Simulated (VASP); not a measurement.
Runs of VASP 6.6.1 on LiF. The structure is that of space group Fm-3m (No. 225), or close to it. The cells are those of the table. 

```tsv
task	level	cell	gap on the mesh (eV)
electric field gradients	PBE	a = 2.806 Å, angles 62.0°, 2 atoms	(a)
single point	PBE	a = 2.829 Å, angles 60.0°, 2 atoms	9.28
single point	PBE	a = 2.891, b = 2.891, c = 2.934 Å, angles 59.5, 59.5, 61.0°, 2 atoms	(b)
electric field gradients	r2SCAN	a = 2.848 Å, angles 60.0°, 2 atoms	10.27
electric field gradients	PBE	a = 2.800 Å, angles 60.0°, 2 atoms	9.56
```

Alike in all rows: potentials or basis VASP PAW PBE potentials, release 64 (Li_sv, F); no spin polarisation; k mesh 10 × 10 × 10; cutoff (eV) 520; smearing fermi-dirac 0.03 eV.

Problem. Fill in the values left out.

Solution. (a) 8.93; (b) 8.56.

A k mesh can miss the band edges.
